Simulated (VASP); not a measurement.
# TiSn3O8 in VASP: a series of runs

The runs below take TiSn3O8 through single point, with PBE.

Everything below comes from runs of VASP 6.6.1. Logs are shortened: lines on timing, memory, paths and dates and some standing lists are left out, and cuts for length are marked.

### Step 1. The cell of the first run

The structure is orthorhombic, space group Cmmm (No. 65). The conventional cell has a = 6.751 Å, b = 6.763 Å, c = 6.360 Å, α = 90.00°, β = 90.00°, γ = 90.00°. Within 2.6 Å of Ti (site symmetry mmm) lie 6 O at 1.99 to 2.00 Å. Sn (site symmetry mm2) has 6 O at 2.08 to 2.10 Å within 2.7 Å. Sn (site symmetry mmm) has 6 O at 2.07 to 2.10 Å within 2.7 Å. Within 2.7 Å of O (site symmetry 2mm) lie 3 Sn at 2.07 to 2.08 Å and 1 O at 2.62 Å. Within 3.0 Å of O (site symmetry 2mm) lie 1 Ti at 2.00 Å and 2 Sn at 2.08 Å and 9 O at 2.74 to 2.93 Å. O (site symmetry m) has 1 Ti at 1.99 Å and 2 Sn at 2.10 Å and 1 O at 2.56 Å within 2.6 Å.

### Step 2. Single point, PBE

The input, INCAR:

```
SYSTEM = TiSn3O8
PREC = Accurate
ENCUT = 520
EDIFF = 1E-6
ISMEAR = 0
SIGMA = 0.1
LREAL = .False.
LASPH = .True.
NELM = 80
ALGO = Normal
ISIF = 2
LWAVE = .False.
LCHARG = .False.
GGA = PE
NBANDS = 63
```

The input, KPOINTS:

```
Automatic mesh
0
Gamma
  4 4 2
  0 0 0
```

The input, POSCAR:

```
TiSn3O8
1.0
    3.3756637786     -3.3817048392      0.0000000000
    3.3756637786      3.3817048392      0.0000000000
    0.0000000000      0.0000000000      6.3602747042
Ti Sn O
1 3 8
Direct
    0.0000000000      0.0000000000      0.5000000000
    0.5000000000      0.5000000000      0.7452924662
    0.5000000000      0.5000000000      0.2547075338
    0.0000000000      0.0000000000      0.0000000000
    0.3061770374      0.3061770374      0.0000000000
    0.2969675160      0.2969675160      0.5000000000
    0.1896142717      0.8103857283      0.7383647090
    0.1896142717      0.8103857283      0.2616352910
    0.8103857283      0.1896142717      0.7383647090
    0.8103857283      0.1896142717      0.2616352910
    0.6938229626      0.6938229626      0.0000000000
    0.7030324840      0.7030324840      0.5000000000
```

Potentials or basis: VASP PAW PBE potentials, release 64 (Ti_sv, Sn_d, O).

Run with:

```sh
cat potpaw_PBE.64/Ti_sv/POTCAR potpaw_PBE.64/Sn_d/POTCAR potpaw_PBE.64/O/POTCAR > POTCAR
mpirun -np 1 vasp_std > vasp.out
```

OUTCAR:

```text
SYSTEM = TiSn3O8
   PREC = Accurate
   ENCUT = 520
   EDIFF = 1E-6
   ISMEAR = 0
   LREAL = .False.
   LASPH = .True.
   NELM = 80
   ISIF = 2
   GGA = PE

 ion  position               nearest neighbor table
   1  0.000  0.000  0.500-   7 1.99   8 1.99   9 1.99  10 1.99   6 2.00  12 2.00   4 3.18   4 3.18

   2  0.500  0.500  0.745-   6 2.08  12 2.08  11 2.08   5 2.08   7 2.10   9 2.10   3 3.12   3 3.24
                             4 3.74   4 3.74   4 3.75   4 3.75
   3  0.500  0.500  0.255-   6 2.08  12 2.08  11 2.08   5 2.08   8 2.10  10 2.10   2 3.12   2 3.24
                             4 3.74   4 3.74   4 3.75   4 3.75
   4  0.000  0.000  0.000-   5 2.07  11 2.07   8 2.10   9 2.10  10 2.10   7 2.10   1 3.18   1 3.18
                             3 3.74   2 3.74   2 3.74   3 3.74   2 3.75   3 3.75   2 3.75   3 3.75
   5  0.306  0.306  0.000-   4 2.07   3 2.08   2 2.08
   6  0.297  0.297  0.500-   1 2.00   2 2.08   3 2.08
   7  0.190  0.810  0.738-   1 1.99   2 2.10   4 2.10
   8  0.190  0.810  0.262-   1 1.99   3 2.10   4 2.10
   9  0.810  0.190  0.738-   1 1.99   2 2.10   4 2.10
  10  0.810  0.190  0.262-   1 1.99   3 2.10   4 2.10
  11  0.694  0.694  0.000-   4 2.07   3 2.08   2 2.08
  12  0.703  0.703  0.500-   1 2.00   2 2.08   3 2.08

  LATTYP: Found a base centered orthorhombic cell.
 ALAT       =     6.7513275572
 B/A-ratio  =     1.0017895919
 C/A-ratio  =     0.9420776359

  Lattice vectors:

 A1 = (   3.3756637786,  -3.3817048392,   0.0000000000)
 A2 = (   3.3756637786,   3.3817048392,   0.0000000000)
 A3 = (   0.0000000000,   0.0000000000,   6.3602747042)

Analysis of symmetry for initial positions (statically):
=====================================================================
 Subroutine PRICEL returns:
 Original cell was already a primitive cell.

 Routine SETGRP: Setting up the symmetry group for a
 base centered orthorhombic supercell.

 Subroutine GETGRP returns: Found  8 space group operations
 (whereof  8 operations were pure point group operations)
 out of a pool of  8 trial point group operations.

The static configuration has the point symmetry D_2h.

Analysis of symmetry for dynamics (positions and initial velocities):
=====================================================================
 Subroutine PRICEL returns:
 Original cell was already a primitive cell.

 Routine SETGRP: Setting up the symmetry group for a
 base centered orthorhombic supercell.

 Subroutine GETGRP returns: Found  8 space group operations
 (whereof  8 operations were pure point group operations)
 out of a pool of  8 trial point group operations.

The dynamic configuration has the point symmetry D_2h.

 Subroutine INISYM returns: Found  8 space group operations
 (whereof  8 operations are pure point group operations),
 and found     1 'primitive' translations

----------------------------------------------------------------------------------------

                                     Primitive cell

  volume of cell :     145.2114

  direct lattice vectors                    reciprocal lattice vectors
     3.375663779 -3.381704839  0.000000000     0.148119017 -0.147854418  0.000000000
     3.375663779  3.381704839  0.000000000     0.148119017  0.147854418  0.000000000
     0.000000000  0.000000000  6.360274704     0.000000000  0.000000000  0.157225913

  length of vectors
     4.778183082  4.778183082  6.360274704     0.209284906  0.209284906  0.157225913

  position of ions in fractional coordinates (direct lattice)
     0.000000000  0.000000000  0.500000000
     0.500000000  0.500000000  0.745292466
     0.500000000  0.500000000  0.254707534
     0.000000000  0.000000000  0.000000000
     0.306177037  0.306177037  0.000000000
     0.296967516  0.296967516  0.500000000
     0.189614272  0.810385728  0.738364709
     0.189614272  0.810385728  0.261635291
     0.810385728  0.189614272  0.738364709
     0.810385728  0.189614272  0.261635291
     0.693822963  0.693822963  0.000000000
     0.703032484  0.703032484  0.500000000

  ion indices of the primitive-cell ions
   primitive index   ion index
                 1           1
                 2           2
                 3           3
                 4           4
                 5           5
                 6           6
                 7           7
                 8           8
                 9           9
                10          10
                11          11
                12          12

----------------------------------------------------------------------------------------

 KPOINTS: Automatic mesh

Automatic generation of k-mesh.
 Grid dimensions read from file:
 generate k-points for:    4    4    2

 Generating k-lattice:

  Cartesian coordinates                     Fractional coordinates (reciprocal lattice)
     0.037029754 -0.036963604  0.000000000     0.250000000 -0.000000000  0.000000000
     0.037029754  0.036963604  0.000000000    -0.000000000  0.250000000  0.000000000
     0.000000000  0.000000000  0.078612957     0.000000000  0.000000000  0.500000000

  Length of vectors
     0.052321227  0.052321227  0.078612957

  Shift w.r.t. Gamma in fractional coordinates (k-lattice)
     0.000000000  0.000000000  0.000000000

 Subroutine IBZKPT returns following result:
 ===========================================

 Found     14 irreducible k-points:

 Following reciprocal coordinates:
            Coordinates               Weight
  0.000000  0.000000  0.000000      1.000000
  0.250000 -0.000000  0.000000      4.000000
  0.500000 -0.000000  0.000000      2.000000
  0.250000  0.250000  0.000000      2.000000
  0.500000  0.250000  0.000000      4.000000
 -0.250000  0.250000  0.000000      2.000000
  0.500000  0.500000  0.000000      1.000000
  0.000000  0.000000  0.500000      1.000000
  0.250000 -0.000000  0.500000      4.000000
  0.500000 -0.000000  0.500000      2.000000
  0.250000  0.250000  0.500000      2.000000
  0.500000  0.250000  0.500000      4.000000
 -0.250000  0.250000  0.500000      2.000000
  0.500000  0.500000  0.500000      1.000000
   k-points           NKPTS =     14   k-points in BZ     NKDIM =     14   number of bands    NBANDS=     63
   number of dos      NEDOS =    301   number of ions     NIONS =     12
   total plane-waves  NPLWV =  62208
   dimension x,y,z NGX =    36 NGY =   36 NGZ =   48
   dimension x,y,z NGXF=    72 NGYF=   72 NGZF=   96
   ions per type =               1   3   8
   NGX,Y,Z   is equivalent  to a cutoff of  12.53, 12.53, 12.55 a.u.
   NGXF,Y,Z  is equivalent  to a cutoff of  25.05, 25.05, 25.09 a.u.
 SYSTEM =  TiSn3O8
   PREC   = accura    normal or accurate (medium, high low for compatibility)
   ISTART =      0    job   : 0-new  1-cont  2-samecut
   ICHARG =      2    charge: 1-file 2-atom 10-const
   ISPIN  =      1    spin polarized calculation?
   LNONCOLLINEAR =      F non collinear calculations
   LSORBIT =      F    spin-orbit coupling
   LASPH  =      T    aspherical Exc in radial PAW
   ENCUT  =  520.0 eV  38.22 Ry    6.18 a.u.   8.88  8.88 11.83*2*pi/ulx,y,z
   NELM   =     80;   NELMIN=  2; NELMDL= -5     # of ELM steps
   EDIFF  = 0.1E-05   stopping-criterion for ELM
   LREAL  =      F    real-space projection
   EDIFFG = 0.1E-04   stopping-criterion for IOM
   NSW    =      0    number of steps for IOM
   IBRION =     -1    ionic relax: 0-MD 1-quasi-New 2-CG
   NFREE  =      0    steps in history (QN), initial steepest desc. (CG)
   ISIF   =      2    stress and relaxation
   ISYM   =      2    0-nonsym 1-usesym 2-fastsym
   POTIM  = 0.5000    time-step for ionic-motion
   TEBEG  =    0.0;   TEEND  =   0.0 temperature during run
   PSTRESS=    0.0 pullay stress
   NELECT =     102.0000    total number of electrons
   NUPDOWN=      -1.0000    fix difference up-down
   EMIN   =  10.00;   EMAX   =-10.00  energy-range for DOS
   EFERMI =   0.00;   METHOD = LEGACY
   ISMEAR =     0;   SIGMA  =   0.10  broadening in eV -4-tet -1-fermi 0-gaus
   EFERMI_NEDOS =   21; number of points for ismear=-14 and -15
   IALGO  =     38    algorithm
   IMIX   =      4    mixing-type and parameters
     AMIX     =   0.40;   BMIX     =  1.00
     AMIX_MAG =   1.60;   BMIX_MAG =  1.00
  volume/ion in A,a.u.               =      12.10        81.66
  Fermi-wavevector in a.u.,A,eV,Ry     =   1.455262  2.750047 28.814263  2.117789
  Thomas-Fermi vector in A             =   2.572317
   LORBIT       =      0    0 simple, 1 ext, 2 COOP (PROOUT), +10 PAW based schemes
   GGA     = PE    functional components
   LHFCALC =     F    Hartree Fock is set to
   AEXX    =    0.0000 exact exchange contribution
   IVDW    =     0    specifies the selected vdW correction
   LEPSILON=     F    determine dielectric tensor
   LRPA    =     F    only Hartree local field effects (RPA)
 non-spin polarized calculation
 Gauss-broadening in eV      SIGMA  =   0.10
  energy-cutoff  :      520.00
  volume of cell :      145.21
 maximum number of plane-waves:      3976
   NGX = 17   NGY = 17   NGZ = 23

 number of electron     102.0000006 magnetization

 Free energy of the ion-electron system (eV)
  ---------------------------------------------------
  ext. energy  EPLUGINS =         0.00000000
  ---------------------------------------------------
  free energy    TOTEN  =       -82.52478651 eV

  energy without entropy =      -82.52478651  energy(sigma->0) =      -82.52478651

 E-fermi :   5.9913     XC(G=0): -11.0451

 val. band max:        5.3932265627   @ k =   0.0000   0.0000   0.0000
 cond. band min:       7.1267878957   @ k =   0.5000   0.5000   0.0000
 fundamental gap:      1.7335613330
 Fermi energy:         5.9912956940

 k-point     1 :       0.0000    0.0000    0.0000
  band No.  band energies     occupation
      1     -51.6249      2.00000
      2     -27.9045      2.00000
      3     -27.8549      2.00000
      4     -27.7523      2.00000
      5     -15.6586      2.00000
      6     -15.5701      2.00000
[... 913 lines left out ...]
     62      14.3554      0.00000
     63      14.5632      0.00000

------------------------ aborting loop because EDIFF is reached ----------------------------------------

  FORCE on cell =-STRESS in cart. coord.  units (eV):
  Direction    XX          YY          ZZ          XY          YZ          ZX
  --------------------------------------------------------------------------------------
  -------------------------------------------------------------------------------------
  Total        0.4041671      0.3534073      0.8225254      0.0000000      0.0000000      0.0000000
  in kB        4.4593421      3.8992887      9.0752616      0.0000000      0.0000000      0.0000000
  external PRESSURE =       5.8112975 kB  Pullay stress =       0.0000000 kB

 VOLUME and BASIS-vectors are now :
 -----------------------------------------------------------------------------
  energy-cutoff  :      520.00
  volume of cell :      145.21
      direct lattice vectors                 reciprocal lattice vectors
     3.375663779 -3.381704839  0.000000000     0.148119017 -0.147854418  0.000000000
     3.375663779  3.381704839  0.000000000     0.148119017  0.147854418  0.000000000
     0.000000000  0.000000000  6.360274704     0.000000000  0.000000000  0.157225913

 POSITION                                       TOTAL-FORCE (eV/Angst)
 -----------------------------------------------------------------------------------
      0.00000      0.00000      3.18014        -0.000000      0.000000      0.000000
      3.37566      0.00000      4.74026        -0.000000      0.000000     -0.000215
      3.37566      0.00000      1.62001        -0.000000      0.000000      0.000215
      0.00000      0.00000      0.00000        -0.000000      0.000000      0.000000
      2.06710      0.00000      0.00000        -0.004972      0.000000      0.000000
      2.00492      0.00000      3.18014        -0.037085      0.000000      0.000000
      3.37566      2.09927      4.69620        -0.000000     -0.021382      0.003398
      3.37566      2.09927      1.66407        -0.000000     -0.021382     -0.003398
      3.37566     -2.09927      4.69620        -0.000000      0.021382      0.003398
      3.37566     -2.09927      1.66407        -0.000000      0.021382     -0.003398
      4.68423      0.00000      0.00000         0.004972      0.000000      0.000000
      4.74640      0.00000      3.18014         0.037085      0.000000      0.000000
 -----------------------------------------------------------------------------------
    total drift:                                0.000000      0.000000     -0.000000

  FREE ENERGIE OF THE ION-ELECTRON SYSTEM (eV)
  ---------------------------------------------------
  free  energy   TOTEN  =       -82.5247865101 eV

  energy  without entropy=      -82.5247865101  energy(sigma->0) =      -82.52478651
```

It took 98 s on 1 thread of Intel Xeon 6975P-C (Granite Rapids), shared host; peak memory 0.28 GiB.

Results:

```
Free energy            : -82.5248 eV
Pressure               : 0.6 GPa
Largest force          : 0.037 eV/Å
Band gap on the k mesh : 1.73 eV (least direct gap 1.84 eV)
```

Forces in eV/Å, atoms in the order of the input:
```
Ti   0.000  0.000  0.000
Sn   0.000  0.000  0.000
Sn   0.000  0.000  0.000
Sn   0.000  0.000  0.000
O   -0.005  0.000  0.000
O   -0.037  0.000  0.000
O    0.000 -0.021  0.003
O    0.000 -0.021 -0.003
O    0.000  0.021  0.003
O    0.000  0.021 -0.003
O    0.005  0.000  0.000
O    0.037  0.000  0.000
```

Caveat: the k points lie up to 0.49 Å⁻¹ apart; spin-orbit coupling is left out, which moves the levels of the heavy elements.

[end of part 1 of 2]
